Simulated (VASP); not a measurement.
Wanted: the native input for a VASP 6.6.1 run.

```yaml
Task: single point
Functional: PBEsol
Potentials_or_basis: VASP PAW PBE potentials, release 64 (Ba_sv, Ti_sv, O)
Cutoff: 520 eV
k_mesh: 8 × 8 × 8
Occupations: gaussian, width 0.02 eV
Spin: no spin polarisation
Dipole_correction: no
Further_INCAR_settings: ALGO = Normal; EDIFF = 1e-06; NBANDS = 28
```

The structure of BaTiO3 lies in POSCAR:

```
BaTiO3
1.0
    3.9554885124      0.0000000000      0.0000000000
    0.0000000000      3.9554885124      0.0000000000
    0.0000000000      0.0000000000      3.9833790154
Ba Ti O
1 1 3
Direct
    0.5000000000      0.5000000000      0.5791188935
    0.0000000000      0.0000000000      0.0914878643
    0.0000000000      0.5000000000      0.0653424583
    0.5000000000      0.0000000000      0.0653424583
    0.0000000000      0.0000000000      0.5587053155
```

This cell differs from its parent crystal: strain along c alone, the other axes held: -1.5 %, then relaxed in part.

One way to write it, as run:

INCAR

```
  ALGO = Normal
  EDIFF = 1E-6
  ENCUT = 520
  GGA = PS
  ISIF = 2
  ISMEAR = 0
  LASPH = T
  LCHARG = F
  LREAL = F
  LWAVE = F
  NBANDS = 28
  NELM = 60
  PREC = Accurate
  SIGMA = 0.02
```

KPOINTS

```
k-points
0
Gamma
  8 8 8
```

Potentials or basis: VASP PAW PBE potentials, release 64 (Ba_sv, Ti_sv, O).

The run is started by

```sh
$ cat potpaw_PBE.64/Ba_sv/POTCAR potpaw_PBE.64/Ti_sv/POTCAR potpaw_PBE.64/O/POTCAR > POTCAR
$ mpirun -np 1 vasp_std > vasp.out
```

Results of the run:

The pressure is 3.8 GPa, the largest force is 0.038 eV/Å and the band gap on the k mesh is 1.79 eV (least direct gap 2.08 eV).

Caveat: the cell differs from its parent crystal (strain along c alone, the other axes held: -1.5 %, then relaxed in part); the cell stands under pressure; the PAW data sets were made with another functional, which shifts forces and pressure a little; spin-orbit coupling is left out, which moves the levels of the heavy elements.

Wall time 2 min on 1 thread of AMD EPYC 7R43 64-Core Processor (Zen 3), with other jobs on the host, peak memory 0.23 GiB.
